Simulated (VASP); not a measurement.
Input of a VASP 6.6.1 run:

The input INCAR:

```
ALGO = Normal
EDIFF = 1E-6
ENCUT = 520
GGA = CA
ISIF = 2
ISMEAR = -1
ISPIN = 2
LASPH = T
LCHARG = T
LDAU = T
LDAUJ = 0 0
LDAUL = 3 -1
LDAUPRINT = 1
LDAUTYPE = 2
LDAUU = 8 0
LELF = T
LMAXMIX = 6
LORBIT = 11
LREAL = F
LVHAR = T
LWAVE = F
MAGMOM = 7 0
NBANDS = 23
NELM = 150
PREC = Accurate
SIGMA = 0.05
```

Contents of KPOINTS:

```
k-points
0
Gamma
  10 10 9
```

The input POSCAR:

```
GdO
1.0
    3.1132995800      0.0000000000      0.0000000000
   -1.5566497900      2.6961965200      0.0000000000
    0.0000000000      0.0000000000      3.0384261400
Gd O
1 1
Direct
    0.0000000000      0.0000000000      0.0000000000
    0.6666666667      0.3333333333      0.5000000000
```

Potentials or basis: VASP PAW PBE potentials, release 64 (Gd, O).

Command:

```console
$ cat potpaw_PBE.64/Gd/POTCAR potpaw_PBE.64/O/POTCAR > POTCAR
$ mpirun -np 1 vasp_std > vasp.out
```

Question: What does it give for the pressure?

Answer: 22.5 GPa.

Question: Estimate the site moments.

Answer: Gd +7.09; O -0.04 μB.

Question: Predict the net moment.

Answer: 7.48 μB per cell.

Stress tensor (GPa, compression positive):
```
23.14  0.00  0.00
 0.00 23.14  0.00
 0.00  0.00 21.18
```

Caveat: the cell stands under pressure; the PAW data sets were made with another functional, which shifts forces and pressure a little; a cell with one magnetic atom can't hold antiferromagnetic order, which such compounds often take. The state reached can hang on the start; a lower one may exist.
